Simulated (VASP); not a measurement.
# SnO2 in VASP: a series of runs

SnO2 is run at these levels: r2SCAN; tasks: single point.

Everything below comes from runs of VASP 6.6.1. Logs are shortened: lines on timing, memory, paths and dates and some standing lists are left out, and cuts for length are marked.

## 1. The cell of the first run

The typed cell holds 6 atoms: a = 4.766 Å, b = 4.766 Å, c = 3.201 Å, α = 90.00°, β = 90.00°, γ = 95.72°.

## 2. Single point, r2SCAN (strain -0.1000 x Voigt [0, 0, 0, 0, 0, 1])

POSCAR

```
SnO2
1.0
    4.7598181028     -0.2379909051      0.0000000000
   -0.2380028809      4.7600576175      0.0000000000
    0.0000000000      0.0000000000      3.2007107555
Sn O
2 4
Direct
    0.5000000000      0.5000000000      0.5000000000
    0.0000000000      0.0000000000      0.0000000000
    0.3058623572      0.3059582262      0.0000000000
    0.8058623572      0.1940417738      0.5000000000
    0.1941376428      0.8059582262      0.5000000000
    0.6941376428      0.6940417738      0.0000000000
```

INCAR.step1

```
PREC = Accurate
ENCUT = 520
ISMEAR = 0
SIGMA = 0.05
LREAL = False
LASPH = True
NELM = 60
NBANDS = 35
GGA = PE
ALGO = Normal
EDIFF = 1E-4
LWAVE = True
LCHARG = False
```

INCAR.step2

```
PREC = Accurate
ENCUT = 520
EDIFF = 1E-7
ISMEAR = 0
SIGMA = 0.05
LREAL = False
LASPH = True
NELM = 60
ALGO = Normal
ISIF = 2
LWAVE = False
LCHARG = False
METAGGA = R2SCAN
LMIXTAU = True
NBANDS = 35
ISTART = 1
```

KPOINTS

```
Automatic mesh
0
Gamma
  6 6 8
```

Potentials or basis: VASP PAW PBE potentials, release 64 (Sn_d, O).

The run is started by

```bash
cat potpaw_PBE.64/Sn_d/POTCAR potpaw_PBE.64/O/POTCAR > POTCAR
cp INCAR.step1 INCAR
mpirun -np 1 vasp_std > vasp.out
cp INCAR.step2 INCAR
mpirun -np 1 vasp_std > vasp.out
```

OUTCAR:

```text
PREC = Accurate
   ENCUT = 520
   EDIFF = 1E-7
   ISMEAR = 0
   LREAL = False
   LASPH = True
   NELM = 60
   ISIF = 2
   METAGGA = R2SCAN
   ISTART = 1

 ion  position               nearest neighbor table
   1  0.500  0.500  0.500-   3 2.03   6 2.03   3 2.03   6 2.03   5 2.16   4 2.16   2 3.58   2 3.58
                             2 3.58   2 3.58
   2  0.000  0.000  0.000-   3 1.96   6 1.96   5 2.11   4 2.11   4 2.11   5 2.11   1 3.58   1 3.58
                             1 3.58   1 3.58
   3  0.306  0.306  0.000-   2 1.96   1 2.03   1 2.03
   4  0.806  0.194  0.500-   2 2.11   2 2.11   1 2.16
   5  0.194  0.806  0.500-   2 2.11   2 2.11   1 2.16
   6  0.694  0.694  0.000-   2 1.96   1 2.03   1 2.03

  LATTYP: Found a simple monoclinic cell.
 ALAT       =     4.7657641615
 B/A-ratio  =     0.6716049404
 C/A-ratio  =     1.0000503201
 COS(beta)  =    -0.0997506234

  Lattice vectors:

 A1 = (   4.7598181028,  -0.2379909051,   0.0000000000)
 A2 = (   0.0000000000,   0.0000000000,  -3.2007107555)
 A3 = (  -0.2380028809,   4.7600576175,   0.0000000000)

Analysis of symmetry for initial positions (statically):
=====================================================================
 Subroutine PRICEL returns:
 Original cell was already a primitive cell.

 Routine SETGRP: Setting up the symmetry group for a
 simple monoclinic supercell.

 Subroutine GETGRP returns: Found  4 space group operations
 (whereof  4 operations were pure point group operations)
 out of a pool of  4 trial point group operations.

The static configuration has the point symmetry C_2h.

Analysis of symmetry for dynamics (positions and initial velocities):
=====================================================================
 Subroutine PRICEL returns:
 Original cell was already a primitive cell.

 Routine SETGRP: Setting up the symmetry group for a
 simple monoclinic supercell.

 Subroutine GETGRP returns: Found  4 space group operations
 (whereof  4 operations were pure point group operations)
 out of a pool of  4 trial point group operations.

The dynamic configuration has the point symmetry C_2h.

 Subroutine INISYM returns: Found  4 space group operations
 (whereof  4 operations are pure point group operations),
 and found     1 'primitive' translations

----------------------------------------------------------------------------------------

                                     Primitive cell

  volume of cell :      72.3372

  direct lattice vectors                    reciprocal lattice vectors
     4.759818103 -0.237990905  0.000000000     0.210618609  0.010530930  0.000000000
    -0.238002881  4.760057618  0.000000000     0.010530401  0.210608011  0.000000000
     0.000000000  0.000000000  3.200710755     0.000000000  0.000000000  0.312430606

  length of vectors
     4.765764161  4.766003975  3.200710755     0.210881717  0.210871106  0.312430606

  position of ions in fractional coordinates (direct lattice)
     0.500000000  0.500000000  0.500000000
     0.000000000  0.000000000  0.000000000
     0.305862357  0.305958226  0.000000000
     0.805862357  0.194041774  0.500000000
     0.194137643  0.805958226  0.500000000
     0.694137643  0.694041774  0.000000000

  ion indices of the primitive-cell ions
   primitive index   ion index
                 1           1
                 2           2
                 3           3
                 4           4
                 5           5
                 6           6

----------------------------------------------------------------------------------------

 KPOINTS: Automatic mesh

Automatic generation of k-mesh.
 Grid dimensions read from file:
 generate k-points for:    6    6    8

 Generating k-lattice:

  Cartesian coordinates                     Fractional coordinates (reciprocal lattice)
     0.035103101  0.001755155  0.000000000     0.166666667 -0.000000000  0.000000000
     0.001755067  0.035101335  0.000000000     0.000000000  0.166666667  0.000000000
     0.000000000  0.000000000  0.039053826     0.000000000  0.000000000  0.125000000

  Length of vectors
     0.035146953  0.035145184  0.039053826

  Shift w.r.t. Gamma in fractional coordinates (k-lattice)
     0.000000000  0.000000000  0.000000000

 Subroutine IBZKPT returns following result:
 ===========================================

 Found    100 irreducible k-points:

 Following reciprocal coordinates:
            Coordinates               Weight
  0.000000  0.000000  0.000000      1.000000
  0.166667  0.000000  0.000000      2.000000
  0.333333  0.000000  0.000000      2.000000
  0.500000 -0.000000  0.000000      1.000000
  0.000000  0.166667  0.000000      2.000000
  0.166667  0.166667  0.000000      2.000000
[... 16 lines left out ...]
  0.333333  0.000000  0.125000      4.000000
  0.500000 -0.000000  0.125000      2.000000
 [... further k-points ...]
   k-points           NKPTS =    100   k-points in BZ     NKDIM =    100   number of bands    NBANDS=     35
   number of dos      NEDOS =    301   number of ions     NIONS =      6
   total plane-waves  NPLWV =  31104
   dimension x,y,z NGX =    36 NGY =   36 NGZ =   24
   dimension x,y,z NGXF=    72 NGYF=   72 NGZF=   48
   ions per type =               2   4
   NGX,Y,Z   is equivalent  to a cutoff of  12.56, 12.56, 12.47 a.u.
   NGXF,Y,Z  is equivalent  to a cutoff of  25.12, 25.11, 24.93 a.u.
 SYSTEM =  unknown system
   PREC   = accura    normal or accurate (medium, high low for compatibility)
   ISTART =      1    job   : 0-new  1-cont  2-samecut
   ICHARG =      0    charge: 1-file 2-atom 10-const
   ISPIN  =      1    spin polarized calculation?
   LNONCOLLINEAR =      F non collinear calculations
   LSORBIT =      F    spin-orbit coupling
   LASPH  =      T    aspherical Exc in radial PAW
   ENCUT  =  520.0 eV  38.22 Ry    6.18 a.u.   8.86  8.86  5.95*2*pi/ulx,y,z
   NELM   =     60;   NELMIN=  2; NELMDL=  0     # of ELM steps
   EDIFF  = 0.1E-06   stopping-criterion for ELM
   LREAL  =      F    real-space projection
   EDIFFG = 0.1E-05   stopping-criterion for IOM
   NSW    =      0    number of steps for IOM
   IBRION =     -1    ionic relax: 0-MD 1-quasi-New 2-CG
   NFREE  =      0    steps in history (QN), initial steepest desc. (CG)
   ISIF   =      2    stress and relaxation
   ISYM   =      2    0-nonsym 1-usesym 2-fastsym
   POTIM  = 0.5000    time-step for ionic-motion
   TEBEG  =    0.0;   TEEND  =   0.0 temperature during run
   PSTRESS=    0.0 pullay stress
   NELECT =      52.0000    total number of electrons
   NUPDOWN=      -1.0000    fix difference up-down
   EMIN   =  10.00;   EMAX   =-10.00  energy-range for DOS
   EFERMI =   0.00;   METHOD = LEGACY
   ISMEAR =     0;   SIGMA  =   0.05  broadening in eV -4-tet -1-fermi 0-gaus
   EFERMI_NEDOS =   21; number of points for ismear=-14 and -15
   IALGO  =     38    algorithm
   IMIX   =      4    mixing-type and parameters
     AMIX     =   0.40;   BMIX     =  1.00
     AMIX_MAG =   1.60;   BMIX_MAG =  1.00
  volume/ion in A,a.u.               =      12.06        81.36
  Fermi-wavevector in a.u.,A,eV,Ry     =   1.466522  2.771325 29.261879  2.150687
  Thomas-Fermi vector in A             =   2.582250
   LORBIT       =      0    0 simple, 1 ext, 2 COOP (PROOUT), +10 PAW based schemes
   METAGGA = R2SCAN    functional components
   LHFCALC =     F    Hartree Fock is set to
   AEXX    =    0.0000 exact exchange contribution
   IVDW    =     0    specifies the selected vdW correction
   LEPSILON=     F    determine dielectric tensor
   LRPA    =     F    only Hartree local field effects (RPA)
 non-spin polarized calculation
 Gauss-broadening in eV      SIGMA  =   0.05
  energy-cutoff  :      520.00
  volume of cell :       72.34
 maximum number of plane-waves:      1968
   NGX = 17   NGY = 17   NGZ = 11

 number of electron      52.0000001 magnetization

 Free energy of the ion-electron system (eV)
  ---------------------------------------------------
  ext. energy  EPLUGINS =         0.00000000
  ---------------------------------------------------
  free energy    TOTEN  =       -84.14551811 eV

  energy without entropy =      -84.14551811  energy(sigma->0) =      -84.14551811

 E-fermi :   5.8223     XC(G=0): -11.9805

 val. band max:        5.5764055587   @ k =   0.0000   0.0000   0.0000
 cond. band min:       7.3496630949   @ k =   0.0000   0.0000   0.0000
 fundamental gap:      1.7732575362
 Fermi energy:         5.8222909716

 k-point     1 :       0.0000    0.0000    0.0000
  band No.  band energies     occupation
      1     -16.5265      2.00000
      2     -15.2864      2.00000
      3     -15.2729      2.00000
      4     -15.0562      2.00000
      5     -15.0173      2.00000
      6     -14.9014      2.00000
[... 27 lines left out ...]
     34      19.0892      0.00000
     35      19.1769      0.00000

 k-point     2 :       0.1667    0.0000    0.0000
  band No.  band energies     occupation
      1     -16.4681      2.00000
      2     -15.3596      2.00000
      3     -15.2712      2.00000
      4     -15.1156      2.00000
      5     -15.0156      2.00000
      6     -14.9009      2.00000
[... 27 lines left out ...]
     34      18.9683      0.00000
     35      19.0882      0.00000

 k-point     3 :       0.3333    0.0000    0.0000
  band No.  band energies     occupation
      1     -16.3066      2.00000
      2     -15.6114      2.00000
      3     -15.2677      2.00000
      4     -15.1572      2.00000
      5     -15.0121      2.00000
      6     -14.8998      2.00000
[... 27 lines left out ...]
     34      18.5642      0.00000
     35      19.0224      0.00000
[... 723 lines left out ...]
 k-point    23 :       0.3333    0.0000    0.1250
  band No.  band energies     occupation
      1     -16.2325      2.00000
      2     -15.7581      2.00000
      3     -15.2463      2.00000
      4     -15.1506      2.00000
      5     -15.0092      2.00000
      6     -14.9155      2.00000
[... 27 lines left out ...]
     34      18.6948      0.00000
     35      18.9972      0.00000

 k-point    24 :       0.5000   -0.0000    0.1250
  band No.  band energies     occupation
      1     -16.0431      2.00000
      2     -15.9705      2.00000
      3     -15.2522      2.00000
      4     -15.1629      2.00000
      5     -15.0078      2.00000
      6     -14.9149      2.00000
[... 27 lines left out ...]
     34      18.8288      0.00000
     35      19.1250      0.00000

 [... further k-points ...]

------------------------ aborting loop because EDIFF is reached ----------------------------------------

  FORCE on cell =-STRESS in cart. coord.  units (eV):
  Direction    XX          YY          ZZ          XY          YZ          ZX
  --------------------------------------------------------------------------------------
  -------------------------------------------------------------------------------------
  Total        1.8626599      1.8629142      1.4867206      9.6860014      0.0000000      0.0000000
  in kB       41.2555375     41.2611690     32.9289619    214.5325573      0.0000000      0.0000000
  external PRESSURE =      38.4818895 kB  Pullay stress =       0.0000000 kB

 VOLUME and BASIS-vectors are now :
 -----------------------------------------------------------------------------
  energy-cutoff  :      520.00
  volume of cell :       72.34
      direct lattice vectors                 reciprocal lattice vectors
     4.759818103 -0.237990905  0.000000000     0.210618609  0.010530930  0.000000000
    -0.238002881  4.760057618  0.000000000     0.010530401  0.210608011  0.000000000
     0.000000000  0.000000000  3.200710755     0.000000000  0.000000000  0.312430606

 POSITION                                       TOTAL-FORCE (eV/Angst)
 -----------------------------------------------------------------------------------
      2.26091      2.26103      1.60036         0.000000      0.000000      0.000000
      0.00000      0.00000      0.00000         0.000000      0.000000      0.000000
      1.38303      1.38359      0.00000         0.397277      0.397543     -0.000000
      3.78958      0.73186      1.60036        -0.106794      0.107431      0.000000
      0.73224      3.79020      1.60036         0.106794     -0.107431      0.000000
      3.13878      3.13848      0.00000        -0.397277     -0.397543      0.000000
 -----------------------------------------------------------------------------------
    total drift:                                0.000000      0.000000      0.000000

  FREE ENERGIE OF THE ION-ELECTRON SYSTEM (eV)
  ---------------------------------------------------
  free  energy   TOTEN  =       -84.1455181146 eV

  energy  without entropy=      -84.1455181146  energy(sigma->0) =      -84.14551811
```

Run time: 9 min. Hardware: 1 thread of Intel Xeon Platinum 8488C (Sapphire Rapids), shared host; peak memory 0.32 GiB.

Results:

* Free energy: -84.1455 eV
* Pressure: 3.8 GPa
* Largest force: 0.562 eV/Å
* Band gap on the k mesh: 1.77 eV

Forces in eV/Å, atoms in the order of the input:
```
Sn   0.000  0.000  0.000
Sn   0.000  0.000  0.000
O    0.397  0.398  0.000
O   -0.107  0.107  0.000
O    0.107 -0.107  0.000
O   -0.397 -0.398  0.000
```

Caveat: the cell differs from its parent crystal (strain -0.1000 x Voigt [0, 0, 0, 0, 0, 1]); the cell stands under pressure; the PAW data sets were made with another functional, which shifts forces and pressure a little; spin-orbit coupling is left out, which moves the levels of the heavy elements.

## 3. Single point, r2SCAN (strain +0.0750 x Voigt [0, 0, 0, 0, 0, 1])

Edit POSCAR of step 2 so:

```diff
@@ -2,4 +2,4 @@
 1.0
-    4.7598181028     -0.2379909051      0.0000000000
-   -0.2380028809      4.7600576175      0.0000000000
+    4.7598181028      0.1784931789      0.0000000000
+    0.1785021607      4.7600576175      0.0000000000
     0.0000000000      0.0000000000      3.2007107555
```

INCAR.step1

```
SYSTEM = SnO2
PREC = Accurate ; ENCUT = 520
ISMEAR = 0 ; SIGMA = 0.05
LREAL = .False. ; LASPH = .True.
NELM = 60 ; NBANDS = 35
GGA = PE ; ALGO = Normal
EDIFF = 1E-4 ; LWAVE = .True.
LCHARG = .False.
```

INCAR.step2

```
SYSTEM = SnO2
PREC = Accurate ; ENCUT = 520
EDIFF = 1E-6 ; ISMEAR = 0
SIGMA = 0.05 ; LREAL = .False.
LASPH = .True. ; NELM = 60
ALGO = Normal ; ISIF = 2
LWAVE = .False. ; LCHARG = .True.
METAGGA = R2SCAN ; LMIXTAU = .True.
LELF = .True. ; LVHAR = .True.
NBANDS = 35 ; ISTART = 1
```

KPOINTS

```
regular mesh
0
Gamma
  6 6 8
  0 0 0
```

Potentials or basis: VASP PAW PBE potentials, release 64 (Sn_d, O).

The run is started by

```bash
cat potpaw_PBE.64/Sn_d/POTCAR potpaw_PBE.64/O/POTCAR > POTCAR
cp INCAR.step1 INCAR
mpirun -np 1 vasp_std > vasp.out
cp INCAR.step2 INCAR
mpirun -np 1 vasp_std > vasp.out
```

Run time: 8.9 min. Hardware: 1 thread of Intel Xeon Platinum 8488C (Sapphire Rapids), shared host; peak memory 0.31 GiB.

The run converged. Its results:

```yaml
Free_energy: -84.3589 eV
Pressure: 2.6 GPa
Largest_force: 0.358 eV/Å
Band_gap_on_the_k_mesh: 1.78 eV
```

Forces on the atoms (eV/Å):
```
Sn   0.000  0.000  0.000
Sn   0.000  0.000  0.000
O   -0.108 -0.109  0.000
O    0.253 -0.253  0.000
O   -0.253  0.253  0.000
O    0.108  0.109  0.000
```

Stress tensor (GPa, compression positive):
```
  2.73 -15.95   0.00
-15.95   2.73   0.00
  0.00   0.00   2.48
```

Levels at points of the mesh, in eV from the valence-band top:
```csv
k point,band 23,band 24,band 25,band 26,band 27,band 28,band 29,band 30
"(0.00, 0.00, 0.00)",-0.94,-0.83,-0.51,0.00,1.78,6.83,6.84,7.25
"(0.50, 0.00, 0.00)",-1.36,-0.85,-0.60,-0.54,4.72,5.28,7.65,8.00
"(0.00, 0.50, 0.00)",-1.36,-0.85,-0.60,-0.54,4.72,5.28,7.65,8.00
"(0.50, 0.50, 0.00)",-1.66,-1.35,-0.93,-0.47,5.16,5.75,8.14,8.27
"(0.00, 0.00, 0.50)",-1.92,-1.81,-1.43,-0.72,6.73,7.05,10.30,10.67
"(0.50, 0.00, 0.50)",-1.34,-0.83,-0.69,-0.60,6.94,7.42,8.27,9.39
"(0.00, 0.50, 0.50)",-1.34,-0.83,-0.69,-0.60,6.94,7.42,8.27,9.39
"(0.50, 0.50, 0.50)",-1.28,-1.06,-0.82,-0.41,5.28,5.82,9.23,9.99
```

Caveat: the cell differs from its parent crystal (strain +0.0750 x Voigt [0, 0, 0, 0, 0, 1]); the PAW data sets were made with another functional, which shifts forces and pressure a little; spin-orbit coupling is left out, which moves the levels of the heavy elements.
